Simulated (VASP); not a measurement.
# HfSbAu4 (F-43m) in VASP: further runs

HfSbAu4 is run at these levels: PBE; tasks: single point, relaxation of cell and atoms.

All numbers are computed with VASP 6.6.1; they aren't measurements. Logs are shortened: lines on timing, memory, paths and dates and some standing lists are left out, and cuts for length are marked.

## Step 1: The cell of the first run

Symmetry: F-43m, No. 216, cubic system. Conventional cell: a = 7.863 Å, b = 7.863 Å, c = 7.863 Å, α = 90.00°, β = 90.00°, γ = 90.00°. Within 4.3 Å of Hf (site symmetry -43m) lie 12 Au at 3.26 Å and 4 Sb at 3.40 Å. Sb (site symmetry -43m) has 12 Au at 3.26 Å and 4 Hf at 3.40 Å within 4.3 Å. Au (site symmetry 3m) has 6 Au at 2.77 to 2.79 Å and 3 Hf at 3.26 Å and 3 Sb at 3.26 Å within 3.7 Å.

## Step 2: Single point, PBE

INCAR

```
SYSTEM = HfSbAu4
  ALGO = Fast
  EDIFF = 1E-7
  ENCUT = 520
  GGA = PE
  ISIF = 2
  ISMEAR = 0
  LASPH = .True.
  LCHARG = .False.
  LREAL = .False.
  LWAVE = .False.
  NBANDS = 38
  NELM = 60
  PREC = Accurate
  SIGMA = 0.1
```

KPOINTS

```
k-points
0
Gamma
  8 8 8
  0 0 0
```

POSCAR

```
HfSbAu4
1.0
    0.0000000000      3.9314709704      3.9314709704
    3.9314709704      0.0000000000      3.9314709704
    3.9314709704      3.9314709704      0.0000000000
Hf Sb Au
1 1 4
Direct
    0.5000000000      0.5000000000      0.5000000000
    0.2500000000      0.2500000000      0.2500000000
    0.8746321880      0.3761034360      0.8746321880
    0.8746321880      0.8746321880      0.8746321880
    0.3761034360      0.8746321880      0.8746321880
    0.8746321880      0.8746321880      0.3761034360
```

Potentials or basis: VASP PAW PBE potentials, release 64 (Hf_pv, Sb, Au).

On the command line:

```sh
$ cat potpaw_PBE.64/Hf_pv/POTCAR potpaw_PBE.64/Sb/POTCAR potpaw_PBE.64/Au/POTCAR > POTCAR
$ mpirun -np 1 vasp_std > vasp.out
```

OUTCAR:

```text
SYSTEM = HfSbAu4
   EDIFF = 1E-7
   ENCUT = 520
   GGA = PE
   ISIF = 2
   ISMEAR = 0
   LASPH = .True.
   LREAL = .False.
   NELM = 60
   PREC = Accurate

 ion  position               nearest neighbor table
   1  0.500  0.500  0.500-   3 3.26   5 3.26   6 3.26   4 3.26   4 3.26   4 3.26   3 3.26   5 3.26
                             6 3.26   3 3.26   5 3.26   6 3.26   2 3.40   2 3.40   2 3.40   2 3.40
   2  0.250  0.250  0.250-   4 3.26   6 3.26   4 3.26   6 3.26   3 3.26   5 3.26   3 3.26   5 3.26
                             3 3.26   5 3.26   4 3.26   6 3.26   1 3.40   1 3.40   1 3.40   1 3.40
   3  0.875  0.376  0.875-   4 2.77   5 2.77   6 2.77   5 2.79   6 2.79   4 2.79   1 3.26   1 3.26
                             1 3.26   2 3.26   2 3.26   2 3.26
   4  0.875  0.875  0.875-   3 2.77   5 2.77   6 2.77   5 2.79   3 2.79   6 2.79   1 3.26   1 3.26
                             1 3.26   2 3.26   2 3.26   2 3.26
   5  0.376  0.875  0.875-   3 2.77   4 2.77   6 2.77   3 2.79   6 2.79   4 2.79   1 3.26   1 3.26
                             1 3.26   2 3.26   2 3.26   2 3.26
   6  0.875  0.875  0.376-   3 2.77   4 2.77   5 2.77   3 2.79   5 2.79   4 2.79   1 3.26   1 3.26
                             1 3.26   2 3.26   2 3.26   2 3.26

  LATTYP: Found a face centered cubic cell.
 ALAT       =     7.8629419408

  Lattice vectors:

 A1 = (   0.0000000000,   3.9314709704,   3.9314709704)
 A2 = (   3.9314709704,   0.0000000000,   3.9314709704)
 A3 = (   3.9314709704,   3.9314709704,   0.0000000000)

Analysis of symmetry for initial positions (statically):
=====================================================================
 Subroutine PRICEL returns:
 Original cell was already a primitive cell.

 Routine SETGRP: Setting up the symmetry group for a
 face centered cubic supercell.

 Subroutine GETGRP returns: Found 24 space group operations
 (whereof 24 operations were pure point group operations)
 out of a pool of 48 trial point group operations.

The static configuration has the point symmetry T_d .

Analysis of symmetry for dynamics (positions and initial velocities):
=====================================================================
 Subroutine PRICEL returns:
 Original cell was already a primitive cell.

 Routine SETGRP: Setting up the symmetry group for a
 face centered cubic supercell.

 Subroutine GETGRP returns: Found 24 space group operations
 (whereof 24 operations were pure point group operations)
 out of a pool of 48 trial point group operations.

The dynamic configuration has the point symmetry T_d .

 Subroutine INISYM returns: Found 24 space group operations
 (whereof 24 operations are pure point group operations),
 and found     1 'primitive' translations
[... 104 lines left out ...]
   LREAL  =      F    real-space projection
   EDIFFG = 0.1E-05   stopping-criterion for IOM
   NSW    =      0    number of steps for IOM
   IBRION =     -1    ionic relax: 0-MD 1-quasi-New 2-CG
   NFREE  =      0    steps in history (QN), initial steepest desc. (CG)
   ISIF   =      2    stress and relaxation
   ISYM   =      2    0-nonsym 1-usesym 2-fastsym
   POTIM  = 0.5000    time-step for ionic-motion
   TEBEG  =    0.0;   TEEND  =   0.0 temperature during run
   PSTRESS=    0.0 pullay stress
   NELECT =      59.0000    total number of electrons
   NUPDOWN=      -1.0000    fix difference up-down
   EMIN   =  10.00;   EMAX   =-10.00  energy-range for DOS
   EFERMI =   0.00;   METHOD = LEGACY
   ISMEAR =     0;   SIGMA  =   0.10  broadening in eV -4-tet -1-fermi 0-gaus
   EFERMI_NEDOS =   21; number of points for ismear=-14 and -15
   IALGO  =     68    algorithm
   IMIX   =      4    mixing-type and parameters
     AMIX     =   0.40;   BMIX     =  1.00
     AMIX_MAG =   1.60;   BMIX_MAG =  1.00
  volume/ion in A,a.u.               =      20.26       136.69
  Fermi-wavevector in a.u.,A,eV,Ry     =   1.286650  2.431416 22.524013  1.655468
  Thomas-Fermi vector in A             =   2.418712
   LORBIT       =      0    0 simple, 1 ext, 2 COOP (PROOUT), +10 PAW based schemes
   GGA     = PE    functional components
   LHFCALC =     F    Hartree Fock is set to
   AEXX    =    0.0000 exact exchange contribution
   IVDW    =     0    specifies the selected vdW correction
   LEPSILON=     F    determine dielectric tensor
   LRPA    =     F    only Hartree local field effects (RPA)
 non-spin polarized calculation
 RMM-DIIS sequential band-by-band and
 Gauss-broadening in eV      SIGMA  =   0.10
  energy-cutoff  :      520.00
  volume of cell :      121.53
 maximum number of plane-waves:      3299
 NGX is ok and might be reduce to    42
   NGX = 21   NGY = 21   NGZ = 21

 number of electron      58.9999992 magnetization

 Free energy of the ion-electron system (eV)
  ---------------------------------------------------
  ext. energy  EPLUGINS =         0.00000000
  ---------------------------------------------------
  free energy    TOTEN  =       -27.06040155 eV

  energy without entropy =      -27.03439248  energy(sigma->0) =      -27.04739702

 E-fermi :   8.4546     XC(G=0): -11.7057

 val. band max:        8.4434720369   @ k =   0.5000   0.2500   0.1250
 cond. band min:       8.4717238945   @ k =  -0.3750   0.3750   0.1250
 fundamental gap:      0.0282518577
 Fermi energy:         8.4545567337

 k-point     1 :       0.0000    0.0000    0.0000
  band No.  band energies     occupation
      1     -24.0915      2.00000
      2     -24.0915      2.00000
      3     -24.0915      2.00000
      4      -2.5288      2.00000
      5       0.0577      2.00000
      6       1.6115      2.00000
[... 973 lines left out ...]
     37      12.1346      0.00000
     38      12.4142      0.00000

 [... further k-points ...]
[... 5 lines left out ...]
  --------------------------------------------------------------------------------------
  -------------------------------------------------------------------------------------
  Total       -0.3561161     -0.3561161     -0.3561161      0.0000000      0.0000000      0.0000000
  in kB       -4.6946907     -4.6946907     -4.6946907      0.0000000      0.0000000      0.0000000
  external PRESSURE =      -4.6946907 kB  Pullay stress =       0.0000000 kB

 VOLUME and BASIS-vectors are now :
 -----------------------------------------------------------------------------
  energy-cutoff  :      520.00
  volume of cell :      121.53
      direct lattice vectors                 reciprocal lattice vectors
     0.000000000  3.931470970  3.931470970    -0.127178861  0.127178861  0.127178861
     3.931470970  0.000000000  3.931470970     0.127178861 -0.127178861  0.127178861
     3.931470970  3.931470970  0.000000000     0.127178861  0.127178861 -0.127178861

 POSITION                                       TOTAL-FORCE (eV/Angst)
 -----------------------------------------------------------------------------------
      3.93147      3.93147      3.93147         0.000000      0.000000      0.000000
      1.96574      1.96574      1.96574         0.000000      0.000000      0.000000
      4.91723      6.87718      4.91723         0.001371     -0.001371      0.001371
      6.87718      6.87718      6.87718        -0.001371     -0.001371     -0.001371
      6.87718      4.91723      4.91723        -0.001371      0.001371      0.001371
      4.91723      4.91723      6.87718         0.001371      0.001371     -0.001371
 -----------------------------------------------------------------------------------
    total drift:                               -0.000000     -0.000000     -0.000000

  FREE ENERGIE OF THE ION-ELECTRON SYSTEM (eV)
  ---------------------------------------------------
  free  energy   TOTEN  =       -27.0604015548 eV

  energy  without entropy=      -27.0343924843  energy(sigma->0) =      -27.04739702
```

It took 96 s on 1 thread of Intel Xeon 6975P-C (Granite Rapids), shared host; peak memory 0.33 GiB.

What came out:

```yaml
Free_energy: -27.0604 eV
Pressure: -0.5 GPa
```

Forces in eV/Å, atoms in the order of the input:
```
Hf   0.000  0.000  0.000
Sb   0.000  0.000  0.000
Au   0.001 -0.001  0.001
Au  -0.001 -0.001 -0.001
Au  -0.001  0.001  0.001
Au   0.001  0.001 -0.001
```

Caveat: spin-orbit coupling is left out, which moves the levels of the heavy elements.

## Step 3: Relaxation of cell and atoms, PBE

This run uses another cell than the first one, of 21.59 Å³/atom, 1.066 times its volume.

INCAR

```
  ALGO = Normal
  EDIFF = 1E-6
  EDIFFG = -0.04
  ENCUT = 600
  GGA = PE
  IBRION = 2
  ISIF = 3
  ISMEAR = 0
  LASPH = True
  LCHARG = False
  LREAL = False
  LWAVE = False
  NELM = 60
  NSW = 90
  PREC = Accurate
  SIGMA = 0.1
```

KPOINTS

```
k-points
0
Gamma
  4 4 4
```

POSCAR

```
HfSbAu4
1.0
    0.0000000000      4.0159918000      4.0159918000
    4.0159918000      0.0000000000      4.0159918000
    4.0159918000      4.0159918000      0.0000000000
Hf Sb Au
1 1 4
Direct
    0.5000000000      0.5000000000      0.5000000000
    0.7500000000      0.7500000000      0.7500000000
    0.1291228800      0.1291228800      0.1291228800
    0.1291228800      0.1291228800      0.6126313700
    0.1291228800      0.6126313700      0.1291228800
    0.6126313700      0.1291228800      0.1291228800
```

Potentials or basis: VASP PAW PBE potentials, release 64 (Hf_pv, Sb, Au).

On the command line:

```sh
$ cat potpaw_PBE.64/Hf_pv/POTCAR potpaw_PBE.64/Sb/POTCAR potpaw_PBE.64/Au/POTCAR > POTCAR
$ mpirun -np 1 vasp_std > vasp.out
```

Run time: 3 min. Hardware: 1 thread of Intel Xeon 6975P-C (Granite Rapids), shared host; peak memory 0.36 GiB.

The run converged. Its results:

| Item | Value |
| --- | --- |
| Free energy | -26.9786 eV |
| Relaxed volume | 20.22 Å³/atom |
| Relaxed cell | a = 5.557 Å, b = 5.557 Å, c = 5.557 Å, α = 60.00°, β = 60.00°, γ = 60.00° |
| Space group after relaxing (to 0.05 Å) | F-43m (No. 216) |
| Energy gained by relaxing | 54.1 meV/atom |
| Ionic steps | 7 |
| Pressure after relaxing | -0.3 GPa |
| Largest force after relaxing | 0.026 eV/Å |

Forces in eV/Å, atoms in the order of the input:
```
Hf   0.000  0.000  0.000
Sb   0.000  0.000  0.000
Au  -0.015 -0.015 -0.015
Au   0.015  0.015 -0.015
Au   0.015 -0.015  0.015
Au  -0.015  0.015  0.015
```

The path:
```tsv
step	energy change (eV)	largest force (eV/Å)	pressure (GPa)	volume (Å³)
1	0.0000	1.2502	-6.26	129.54
2	-0.1556	0.3485	8.29	114.35
3	-0.3063	0.5211	1.18	120.06
4	-0.3064	0.4989	1.38	119.88
5	-0.3128	0.4396	-0.40	121.48
6	-0.3246	0.0302	0.32	120.75
7	-0.3247	0.0263	-0.27	121.31
```

Final structure:
```
CELL_PARAMETERS angstrom
0.00000 3.92911 3.92911
3.92911 0.00000 3.92911
3.92911 3.92911 0.00000
ATOMIC_POSITIONS crystal
Hf 0.50000 0.50000 0.50000
Sb 0.75000 0.75000 0.75000
Au 0.12551 0.12551 0.12551
Au 0.12551 0.12551 0.62348
Au 0.12551 0.62348 0.12551
Au 0.62348 0.12551 0.12551
```

Levels at points of the mesh, in eV from the Fermi level:
```csv
k point,band 27,band 28,band 29,band 30,band 31,band 32
"(0.00, 0.00, 0.00)",-1.93,-1.93,-0.78,-0.78,-0.26,1.57
"(0.50, 0.00, 0.00)",-1.74,-1.74,-0.95,0.32,0.32,0.55
"(0.50, 0.50, 0.00)",-1.59,-1.28,-1.28,0.68,0.68,0.81
```

Caveat: spin-orbit coupling is left out, which moves the levels of the heavy elements.
